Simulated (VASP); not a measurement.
# W3O in VASP: relaxation of the atoms with PBE

Aim: the relaxation of the atoms of W3O with PBE.

All numbers are computed with VASP 6.6.1; they aren't measurements. Logs are shortened: lines on timing, memory, paths and dates and some standing lists are left out, and cuts for length are marked.

### Step 1. The cell of the first run

The cell holds a slab with vacuum, 4 atoms: a = 2.757 Å, b = 2.757 Å, c = 19.856 Å, α = 90.00°, β = 90.00°, γ = 109.47°.

### Step 2. Relaxation of the atoms, PBE

INCAR

```
ALGO = Normal ; DIPOL = 0.5 0.5 0.367
EDIFF = 1E-6 ; EDIFFG = -0.025
ENCUT = 520 ; GGA = PE
IBRION = 2 ; IDIPOL = 3
ISIF = 2 ; ISMEAR = 0
LASPH = T ; LCHARG = F
LDIPOL = T ; LREAL = F
LWAVE = F ; NELM = 100
NSW = 36 ; PREC = Accurate
SIGMA = 0.1
```

KPOINTS

```
k-points
0
Gamma
  10 10 1
```

POSCAR

```
W3O
1.0
    2.7571643597      0.0000000000      0.0000000000
   -0.9190547866      2.5994794874      0.0000000000
    0.0000000000      0.0000000000     19.8562161029
W O
3 1
Selective dynamics
Direct
    0.5000000000      0.5000000000      0.2014482507  F F F
    0.0000000000      0.0000000000      0.3111437107  F F F
    0.5000000000      0.5000000000      0.4208362792  F F F
    0.5000000000      0.5000000000      0.5356617821  F F T
```

Potentials or basis: VASP PAW PBE potentials, release 64 (W_sv, O).

The run is started by

```sh
$ cat potpaw_PBE.64/W_sv/POTCAR potpaw_PBE.64/O/POTCAR > POTCAR
$ mpirun -np 1 vasp_std > vasp.out
```

OUTCAR:

```text
EDIFF = 1E-6
   EDIFFG = -0.025
   ENCUT = 520
   GGA = PE
   IBRION = 2
   ISIF = 2
   ISMEAR = 0
   LASPH = T
   LREAL = F
   NELM = 100
   NSW = 36
   PREC = Accurate

 ion  position               nearest neighbor table
   1  0.500  0.500  0.201-   2 2.70   2 2.70   2 3.13   2 3.13
   2  0.000  0.000  0.311-   3 2.70   3 2.70   1 2.70   1 2.70   3 3.13   3 3.13   1 3.13   1 3.13

   3  0.500  0.500  0.421-   4 2.28   2 2.70   2 2.70   2 3.13   2 3.13
   4  0.500  0.500  0.536-   3 2.28

  LATTYP: Found a base centered orthorhombic cell.
 ALAT       =     3.1836991705
 B/A-ratio  =     1.4142135624
 C/A-ratio  =     6.2368380427

  Lattice vectors:

 A1 = (   2.7571643597,   0.0000000000,   0.0000000000)
 A2 = (  -0.9190547866,   2.5994794874,   0.0000000000)
 A3 = (   0.0000000000,   0.0000000000,  19.8562161029)

Analysis of symmetry for initial positions (statically):
=====================================================================
 Subroutine PRICEL returns:
 Original cell was already a primitive cell.

 Routine SETGRP: Setting up the symmetry group for a
 base centered orthorhombic supercell.

 Subroutine GETGRP returns: Found  4 space group operations
 (whereof  4 operations were pure point group operations)
 out of a pool of  8 trial point group operations.

The static configuration has the point symmetry C_2v.

Analysis of symmetry for dynamics (positions and initial velocities):
=====================================================================
 Subroutine PRICEL returns:
 Original cell was already a primitive cell.

 Routine SETGRP: Setting up the symmetry group for a
 base centered orthorhombic supercell.

 Subroutine GETGRP returns: Found  4 space group operations
 (whereof  4 operations were pure point group operations)
 out of a pool of  8 trial point group operations.

The dynamic configuration has the point symmetry C_2v.

Analysis of constrained symmetry for selective dynamics:
=====================================================================
 Subroutine PRICEL returns:
 Original cell was already a primitive cell.

 Routine SETGRP: Setting up the symmetry group for a
 base centered orthorhombic supercell.

 Subroutine GETGRP returns: Found  4 space group operations
 (whereof  4 operations were pure point group operations)
 out of a pool of  8 trial point group operations.

The constrained configuration has the point symmetry C_2v.

 Subroutine INISYM returns: Found  4 space group operations
 (whereof  4 operations are pure point group operations),
 and found     1 'primitive' translations

----------------------------------------------------------------------------------------

                                     Primitive cell

  volume of cell :     142.3133

  direct lattice vectors                    reciprocal lattice vectors
     2.757164360  0.000000000  0.000000000     0.362691472  0.128230800  0.000000000
    -0.919054787  2.599479487  0.000000000     0.000000000  0.384692399  0.000000000
     0.000000000  0.000000000 19.856216103     0.000000000  0.000000000  0.050362063

  length of vectors
     2.757164360  2.757164360 19.856216103     0.384692399  0.384692399  0.050362063

  position of ions in fractional coordinates (direct lattice)
     0.500000000  0.500000000  0.201448251
     0.000000000  0.000000000  0.311143711
     0.500000000  0.500000000  0.420836279
     0.500000000  0.500000000  0.535661782

  ion indices of the primitive-cell ions
   primitive index   ion index
                 1           1
                 2           2
                 3           3
                 4           4

----------------------------------------------------------------------------------------

 KPOINTS: k-points

Automatic generation of k-mesh.
 Grid dimensions read from file:
 generate k-points for:   10   10    1

 Generating k-lattice:

  Cartesian coordinates                     Fractional coordinates (reciprocal lattice)
     0.036269147  0.012823080  0.000000000     0.100000000 -0.000000000  0.000000000
     0.000000000  0.038469240  0.000000000     0.000000000  0.100000000  0.000000000
     0.000000000  0.000000000  0.050362063     0.000000000  0.000000000  1.000000000

  Length of vectors
     0.038469240  0.038469240  0.050362063

  Shift w.r.t. Gamma in fractional coordinates (k-lattice)
     0.000000000  0.000000000  0.000000000

 Subroutine IBZKPT returns following result:
 ===========================================

 Found     31 irreducible k-points:

 Following reciprocal coordinates:
            Coordinates               Weight
  0.000000  0.000000  0.000000      1.000000
  0.100000  0.000000  0.000000      4.000000
  0.200000  0.000000  0.000000      4.000000
  0.300000 -0.000000  0.000000      4.000000
  0.400000 -0.000000  0.000000      4.000000
  0.500000 -0.000000  0.000000      2.000000
[... 16 lines left out ...]
  0.300000  0.300000  0.000000      2.000000
  0.400000  0.300000  0.000000      4.000000
 [... further k-points ...]
   k-points           NKPTS =     31   k-points in BZ     NKDIM =     31   number of bands    NBANDS=     28
   number of dos      NEDOS =    301   number of ions     NIONS =      4
   total plane-waves  NPLWV =  86400
   dimension x,y,z NGX =    24 NGY =   24 NGZ =  150
   dimension x,y,z NGXF=    48 NGYF=   48 NGZF=  300
   ions per type =               3   1
   NGX,Y,Z   is equivalent  to a cutoff of  14.47, 14.47, 12.56 a.u.
   NGXF,Y,Z  is equivalent  to a cutoff of  28.94, 28.94, 25.12 a.u.
 SYSTEM =  unknown system
   PREC   = accura    normal or accurate (medium, high low for compatibility)
   ISTART =      0    job   : 0-new  1-cont  2-samecut
   ICHARG =      2    charge: 1-file 2-atom 10-const
   ISPIN  =      1    spin polarized calculation?
   LNONCOLLINEAR =      F non collinear calculations
   LSORBIT =      F    spin-orbit coupling
   LASPH  =      T    aspherical Exc in radial PAW
   ENCUT  =  520.0 eV  38.22 Ry    6.18 a.u.   5.13  5.13 36.92*2*pi/ulx,y,z
   NELM   =    100;   NELMIN=  2; NELMDL= -5     # of ELM steps
   EDIFF  = 0.1E-05   stopping-criterion for ELM
   LREAL  =      F    real-space projection
   EDIFFG = -.3E-01   stopping-criterion for IOM
   NSW    =     36    number of steps for IOM
   IBRION =      2    ionic relax: 0-MD 1-quasi-New 2-CG
   NFREE  =      1    steps in history (QN), initial steepest desc. (CG)
   ISIF   =      2    stress and relaxation
   ISYM   =      2    0-nonsym 1-usesym 2-fastsym
   POTIM  = 0.5000    time-step for ionic-motion
   TEBEG  =    0.0;   TEEND  =   0.0 temperature during run
   PSTRESS=    0.0 pullay stress
   NELECT =      48.0000    total number of electrons
   NUPDOWN=      -1.0000    fix difference up-down
   EMIN   =  10.00;   EMAX   =-10.00  energy-range for DOS
   EFERMI =   0.00;   METHOD = LEGACY
   ISMEAR =     0;   SIGMA  =   0.10  broadening in eV -4-tet -1-fermi 0-gaus
   EFERMI_NEDOS =   21; number of points for ismear=-14 and -15
   IALGO  =     38    algorithm
   IMIX   =      4    mixing-type and parameters
     AMIX     =   0.40;   BMIX     =  1.00
     AMIX_MAG =   1.60;   BMIX_MAG =  1.00
  volume/ion in A,a.u.               =      35.58       240.09
  Fermi-wavevector in a.u.,A,eV,Ry     =   1.139568  2.153470 17.668718  1.298614
  Thomas-Fermi vector in A             =   2.276271
   LORBIT       =      0    0 simple, 1 ext, 2 COOP (PROOUT), +10 PAW based schemes
   GGA     = PE    functional components
   LHFCALC =     F    Hartree Fock is set to
   AEXX    =    0.0000 exact exchange contribution
   IVDW    =     0    specifies the selected vdW correction
   LEPSILON=     F    determine dielectric tensor
   LRPA    =     F    only Hartree local field effects (RPA)
 conjugate gradient relaxation of ions
 non-spin polarized calculation
 Gauss-broadening in eV      SIGMA  =   0.10
  energy-cutoff  :      520.00
  volume of cell :      142.31
 maximum number of plane-waves:      3862
 NGX is ok and might be reduce to    24
   NGX = 11   NGY = 11   NGZ = 73

--------------------------------------- Ionic step        1  -------------------------------------------

 number of electron      48.0000001 magnetization

 Free energy of the ion-electron system (eV)
  ---------------------------------------------------
  ext. energy  EPLUGINS =         0.00000000
  ---------------------------------------------------
  free energy    TOTEN  =       -40.29581016 eV

  energy without entropy =      -40.26031049  energy(sigma->0) =      -40.27806033

------------------------ aborting loop because EDIFF is reached ----------------------------------------

  FORCE on cell =-STRESS in cart. coord.  units (eV):
  Direction    XX          YY          ZZ          XY          YZ          ZX
  --------------------------------------------------------------------------------------
  -------------------------------------------------------------------------------------
  Total       -1.9646359     -1.9483423     -8.9054581      0.0230426      0.0000000      0.0000000
  in kB      -22.1180642    -21.9346298   -100.2585240      0.2594154      0.0000000      0.0000000
  external PRESSURE =     -48.1037393 kB  Pullay stress =       0.0000000 kB
[... 65 lines left out ...]
 number of electron      48.0000001 magnetization

------------------------ aborting loop because EDIFF is reached ----------------------------------------

 vacuum level on the upper side and lower side of the slab       (xc-potential included)        -0.067        -0.351

  FORCE on cell =-STRESS in cart. coord.  units (eV):
  Direction    XX          YY          ZZ          XY          YZ          ZX
  --------------------------------------------------------------------------------------
  -------------------------------------------------------------------------------------
  Total        3.4886408      3.4125253     67.0011888     -0.1076436      0.0000000      0.0000000
  in kB       39.2754611     38.4185452    754.3059770     -1.2118621      0.0000000      0.0000000
  external PRESSURE =     277.3333278 kB  Pullay stress =       0.0000000 kB
[... 19 lines left out ...]
  FREE ENERGIE OF THE ION-ELECTRON SYSTEM (eV)
  ---------------------------------------------------
  free  energy   TOTEN  =       -37.6162519128 eV

  energy  without entropy=      -37.5967713438  energy(sigma->0) =      -37.60651163

 dipolmoment           0.000000      0.000000     -0.020295 electrons x Angstroem

 E-fermi :  -0.0281     XC(G=0):  -6.0932

 val. band max:       -0.0665005322   @ k =   0.4000  -0.0000   0.0000
 cond. band min:       0.0081715361   @ k =   0.4000   0.1000   0.0000
 fundamental gap:      0.0746720683
 Fermi energy:        -0.0281375833

 k-point     1 :       0.0000    0.0000    0.0000
  band No.  band energies     occupation
      1     -74.3579      2.00000
      2     -74.0966      2.00000
      3     -74.0143      2.00000
      4     -39.1044      2.00000
      5     -38.6244      2.00000
      6     -38.3001      2.00000
[... 733 lines left out ...]
     27       1.8859      0.00000
     28       2.6618      0.00000

 [... further k-points ...]

[... ionic steps 4 to 7 ...]

--------------------------------------- Ionic step        8  -------------------------------------------

 number of electron      48.0000001 magnetization

------------------------ aborting loop because EDIFF is reached ----------------------------------------
[... 71 lines left out ...]
--------------------------------------- Ionic step       10  -------------------------------------------

 number of electron      48.0000001 magnetization

 dipolmoment           0.000000      0.000000      0.124537 electrons x Angstroem

 Free energy of the ion-electron system (eV)
  ---------------------------------------------------
  ext. energy  EPLUGINS =         0.00000000
  ---------------------------------------------------
  free energy    TOTEN  =       -43.01903295 eV

  energy without entropy =      -43.00577737  energy(sigma->0) =      -43.01240516

 E-fermi :   0.0543     XC(G=0):  -6.0982

 val. band max:        0.0149039895   @ k =   0.4000  -0.0000   0.0000
 cond. band min:       0.0891258748   @ k =   0.4000   0.1000   0.0000
 fundamental gap:      0.0742218853
 Fermi energy:         0.0543114852

 k-point     1 :       0.0000    0.0000    0.0000
  band No.  band energies     occupation
      1     -74.2994      2.00000
      2     -74.0142      2.00000
      3     -73.9295      2.00000
      4     -39.1187      2.00000
      5     -38.5718      2.00000
      6     -38.2356      2.00000
[... 733 lines left out ...]
     27       1.9971      0.00000
     28       2.7575      0.00000

 [... further k-points ...]

------------------------ aborting loop because EDIFF is reached ----------------------------------------

 vacuum level on the upper side and lower side of the slab       (xc-potential included)         1.524        -1.537

  FORCE on cell =-STRESS in cart. coord.  units (eV):
  Direction    XX          YY          ZZ          XY          YZ          ZX
  --------------------------------------------------------------------------------------
  -------------------------------------------------------------------------------------
  Total        2.2659621      2.0695503      3.3258916     -0.2777683      0.0000000      0.0000000
  in kB       25.5104247     23.2992008     37.4432146     -3.1271428      0.0000000      0.0000000
  external PRESSURE =      28.7509467 kB  Pullay stress =       0.0000000 kB
[... 19 lines left out ...]
  FREE ENERGIE OF THE ION-ELECTRON SYSTEM (eV)
  ---------------------------------------------------
  free  energy   TOTEN  =       -43.0190329500 eV

  energy  without entropy=      -43.0057773680  energy(sigma->0) =      -43.01240516

 reached required accuracy - stopping structural energy minimisation

 vacuum level on the upper side and lower side of the slab         7.977         4.834
```

Run time: 15 min. Hardware: 1 thread of Intel Xeon Platinum 8559C (Emerald Rapids), shared host; peak memory 0.33 GiB.

What came out:

```yaml
Free_energy: -43.0190 eV
Band_gap_on_the_k_mesh: zero (bands 24 and 25 overlap by 1.57 eV)
```

Final structure:
```
W O
1.0
     2.75716    0.00000    0.00000
    -0.91905    2.59948    0.00000
     0.00000    0.00000   19.85622
W O
3 1
Cartesian
  0.9191 1.2997 4.0000
  0.0000 0.0000 6.1781
  0.9191 1.2997 8.3562
  0.9191 1.2997 10.0848
```

Caveat: spin-orbit coupling is left out, which moves the levels of the heavy elements.

The gap in the log of VASP goes by the Fermi energy; the results here count the filled bands.